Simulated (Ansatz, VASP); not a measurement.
# HgTe in VASP and in Ansatz

```
CELL_PARAMETERS angstrom
-0.06447 3.19127 3.19127
3.19127 -0.06447 3.19127
3.19127 3.19127 -0.06447
ATOMIC_POSITIONS crystal
Hg 0.00000 0.00000 0.00000
Te 0.75000 0.75000 0.75000
```

Change from the starting cell: equal xy, yz and zx shear strains of -2 %, PAW files.

Alike in both runs: task electric field gradients; functional LDA; k mesh 11 × 11 × 11; occupations fermi-dirac, width 0.03 eV; no spin polarisation.

|  | VASP | Ansatz |
| --- | --- | --- |
| version | VASP 6.6.1 | Ansatz 0.2.0 |
| potentials or method | VASP PAW LDA potentials, release 64 (Hg, Te) | PAW with Ansatz's default frozen-core files, scalar-relativistic |
| plane-wave cutoff (eV) | 520 | 420 |
| valence electrons in the cell | 18 | 36 |

|  | VASP | Ansatz | Ansatz less VASP |
| --- | --- | --- | --- |
| pressure (GPa) | 0.1 | -0.2 | -0.27 |
| traceless stress, the component that is largest in VASP (GPa) | 0.88 | 0.85 | -0.024 |
| rms of the force components (eV/Å) | 0.128 | 0.121 | -0.0071 |
| size of Vzz on the site where it differs most (V/Å²) | 56.9 | 45.6 | -11.29 |

LDA's correlation is that of Perdew and Zunger in VASP and of Perdew and Wang (1992) in Ansatz. Atom by atom the forces differ by 0.007 eV/Å (rms over components). VASP's potentials hold 18 valence electrons a cell and Ansatz's 36, so a difference there can come from the potentials and not from the codes.

Spin-orbit coupling is off throughout.
